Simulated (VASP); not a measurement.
Wanted: the native input for a VASP 6.6.1 run.

```yaml
Task: single point
Functional: PBEsol
Potentials_or_basis: VASP PAW PBE potentials, release 64 (Ta_pv, N)
Cutoff: 520 eV
k_mesh: 8 × 8 × 3
Occupations: fermi-dirac, width 0.05 eV
Spin: no spin polarisation
Dipole_correction: no
Further_INCAR_settings: ALGO = Normal; EDIFF = 1e-06; NBANDS = 27
```

The structure of Ta3N lies in POSCAR:

```
Ta3N
1.0
    3.0322239879      0.0000000000      0.0000000000
   -1.5161119940      2.6259830035      0.0000000000
    0.0000000000      0.0000000000      7.5241370000
Ta N
3 1
Direct
    0.6666666667      0.3333333333      0.8290625717
    0.3333333333      0.6666666667      0.1709374283
    0.0000000000      0.0000000000      0.5000000000
    0.0000000000      0.0000000000      0.0000000000
```

These files were run (other wordings do the same):

INCAR

```
SYSTEM = Ta3N
PREC = Accurate
ENCUT = 520
EDIFF = 1E-6
ISMEAR = -1
SIGMA = 0.05
LREAL = .FALSE.
LASPH = .TRUE.
NELM = 60
ALGO = Normal
ISIF = 2
LWAVE = .FALSE.
LCHARG = .FALSE.
GGA = PS
NBANDS = 27
```

KPOINTS

```
Automatic mesh
0
G
  8 8 3
  0 0 0
```

Potentials or basis: VASP PAW PBE potentials, release 64 (Ta_pv, N).

Launch:

```console
$ cat potpaw_PBE.64/Ta_pv/POTCAR potpaw_PBE.64/N/POTCAR > POTCAR
$ mpirun -np 1 vasp_std > vasp.out
```

Results of the run:

The pressure is -7.1 GPa. The largest force is 0.052 eV/Å. The band gap on the k mesh is zero (bands 19 and 20 overlap by 0.46 eV).

Caveat: the cell stands under tension; the PAW data sets were made with another functional, which shifts forces and pressure a little; spin-orbit coupling is left out, which moves the levels of the heavy elements.

It took 67 s on 1 thread of Intel Xeon 8259CL, on a shared host, peak memory 0.19 GiB.
